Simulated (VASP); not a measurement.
Ti: relaxation of cell and atoms with LDA

Ti:

```
Ti
1.0
     1.64000    1.64000    1.64000
    -1.64000    1.64000    1.64000
    -1.64000   -1.64000    1.64000
Ti
1
Direct
  0.00000 0.00000 0.00000
```

```yaml
Program: VASP 6.6.1
Task: relaxation of cell and atoms
Functional: LDA
Potentials_or_basis: VASP PAW LDA potentials, release 64 (Ti_sv)
Cutoff: 600 eV
k_mesh: 19 × 19 × 19
Occupations: methfessel-paxton, width 0.05 eV
Spin: no spin polarisation
Target_pressure: 10 GPa
Dipole_correction: no
Further_INCAR_settings: ALGO = Normal; EDIFF = 1e-06; IBRION = 2; EDIFFG = -0.03; NSW = 80; ISIF = 3
```

* Relaxed volume: 14.70 Å³/atom
* Relaxed cell: a = 2.673 Å, b = 2.673 Å, c = 2.673 Å, α = 70.53°, β = 109.47°, γ = 70.53°
* Space group after relaxing (to 0.05 Å): Im-3m (No. 229)
* Energy change on relaxing (the enthalpy is what falls): -34.7 meV/atom
* Ionic steps: 4
* Pressure after relaxing: 10.0 GPa
* Band gap on the k mesh: zero (band 6 reaches 10.77 eV, above the bottom of band 7 at 9.07 eV)

The path:
```
step  energy change (eV)  largest force (eV/Å)  pressure (GPa)  volume (Å³)
   1              0.0000                0.0000          -10.90        17.64
   2              0.3152                0.0000           41.43        12.39
   3             -0.0388                0.0000            9.25        14.77
   4             -0.0347                0.0000           10.03        14.70
```

Final structure:
```
Ti
1.0
     1.54313    1.54313    1.54313
    -1.54313    1.54313    1.54313
    -1.54313   -1.54313    1.54313
Ti
1
Direct
  0.00000 0.00000 0.00000
```

Levels at points of the mesh, in eV from the Fermi level:
```tsv
k point	band 2	band 3	band 4	band 5	band 6	band 7	band 8	band 9	band 10
(0.00, 0.00, 0.00)	-31.53	-31.53	-31.53	-6.18	1.06	1.06	1.06	3.24	3.24
```

Wall time 66 s on 1 thread of Intel(R) Xeon(R) Platinum 8488C (Sapphire Rapids), with other jobs on the host, peak memory 0.17 GiB.

Caveat: the cell is relaxed towards a set pressure, so the enthalpy falls and the energy may rise; the volume moved by over 15 % at a fixed basis, so the end points are rough.
